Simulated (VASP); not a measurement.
**H2CF4: single point with PBE+D3(BJ)**

The system is H2CF4.

```
CELL_PARAMETERS angstrom
6.88731 0.00000 0.00000
0.00000 6.88731 0.00000
0.00000 0.00000 6.88731
ATOMIC_POSITIONS crystal
H 0.01946 0.50274 0.66196
H 0.12218 0.46557 0.64603
H 0.81996 0.31609 0.08134
H 0.84744 0.40551 0.13937
H 0.63916 0.32190 0.62272
H 0.64707 0.38218 0.72265
C 0.06969 0.92017 0.44418
C 0.61757 0.88410 0.95791
C 0.37010 0.38951 0.09901
F 0.24123 0.87891 0.54496
F 0.04076 0.11467 0.46938
F 0.09790 0.91018 0.25432
F 0.92704 0.81241 0.50673
F 0.63496 0.95275 0.13462
F 0.42654 0.83639 0.91913
F 0.67681 0.01302 0.82905
F 0.71604 0.71823 0.93344
F 0.52389 0.43612 0.20001
F 0.23058 0.51779 0.13744
F 0.41160 0.40306 0.91515
F 0.31790 0.21241 0.15099
```

```yaml
Program: VASP 6.6.1
Task: single point
Functional: PBE
Dispersion: D3(BJ)
Potentials_or_basis: VASP PAW PBE potentials, release 64 (H_h, C_h, F_h)
Cutoff: 1010 eV
k_mesh: 1 × 1 × 1
Occupations: fermi-dirac, width 0.05 eV
Spin: no spin polarisation
```

| Item | Value |
| --- | --- |
| Pressure | 1.2 GPa |
| Largest force | 3.264 eV/Å |
| Dispersion energy per atom | -0.027 eV |

Forces in eV/Å, atoms in the order of the input:
```
H    0.363 -0.172 -0.035
H   -0.324  0.101  0.056
H    0.315  0.236  0.148
H    0.142 -0.341 -0.243
H    0.189  0.853  1.223
H    0.035 -0.805 -1.577
C    2.329  2.265  0.319
C   -1.489 -1.287 -1.164
C   -0.471  0.639  0.760
F   -1.522 -0.216 -0.914
F   -0.713 -0.462  1.013
F    0.015 -1.505 -0.429
F   -0.252 -0.077  0.001
F    0.118  0.025  0.574
F    0.803  0.691  0.459
F    0.195  0.405 -0.176
F    0.535  0.104  0.340
F    1.130  0.532  1.116
F   -0.852  0.107  0.325
F    0.000 -0.491 -1.532
F   -0.543 -0.603 -0.263
```

Stress tensor (GPa, compression positive):
```
 1.03 -0.35 -1.13
-0.35  0.81  0.39
-1.13  0.39  1.69
```

Levels at points of the mesh, in eV from the Fermi level:
```csv
k point,band 48,band 49,band 50,band 51,band 52,band 53,band 54,band 55
"(0.00, 0.00, 0.00)",-1.84,-1.70,-1.51,-1.21,7.52,8.40,8.79,9.30
```

Wall time 70 s on 1 thread of Intel(R) Xeon(R) Platinum 8488C (Sapphire Rapids), with other jobs on the host, peak memory 0.68 GiB.

Caveat: the k points lie up to 0.91 Å⁻¹ apart, too coarse for converged energies, forces and pressures.
